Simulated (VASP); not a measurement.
A run of VASP 6.6.1 is set up as follows.

Contents of INCAR:

```
PREC     = Accurate       # precision mode
ENCUT    = 600            # plane-wave cutoff, eV
EDIFF    = 1E-6           # SCF threshold, eV
ISMEAR   = -1             # smearing method
SIGMA    = 0.05           # smearing width, eV
LREAL    = False          # projectors in reciprocal space
LASPH    = True           # aspherical terms in the spheres
NELM     = 200            # most SCF steps
ALGO     = Normal         # electronic algorithm
ISIF     = 2              # what is computed and relaxed
LWAVE    = False          # write WAVECAR
LCHARG   = False          # write CHGCAR
LNONCOLLINEAR= True           # non-collinear magnetism
MAGMOM   = 0 0 -1.666 0 0 -1.666 # initial moments
LORBIT   = 11             # projections on sites
LSORBIT  = True           # spin-orbit coupling
GGA_COMPAT= False        
LORBMOM  = True         
LMAXMIX  = 4              # l up to which the mixer works
GGA      = PE             # functional
NBANDS   = 30             # bands
```

File KPOINTS:

```
regular mesh
0
Gamma
  13 13 9
```

Contents of POSCAR:

```
Co
1.0
    2.4430857782      0.0000000000      0.0000000000
    0.0000000000      2.4430857782      0.0000000000
    0.0000000000      0.0000000000      3.4532984731
Co
2
Direct
    0.0000000000      0.0000000000      0.0000000000
    0.5000000000      0.5000000000      0.5000000000
```

Potentials or basis: VASP PAW PBE potentials, release 64 (Co).

The run is started by

```console
$ cat potpaw_PBE.64/Co/POTCAR > POTCAR
$ mpirun -np 1 vasp_ncl > vasp.out
```

Question: What does it give for the pressure?

Answer: 12.7 GPa.

Question: Predict the net moment.

Answer: 3.19 μB per cell.

Moments on the atoms (μB; x, y, z):
```
Co   0.00  0.00 -1.60
Co   0.00  0.00 -1.60
```

Caveat: the cell stands under pressure.
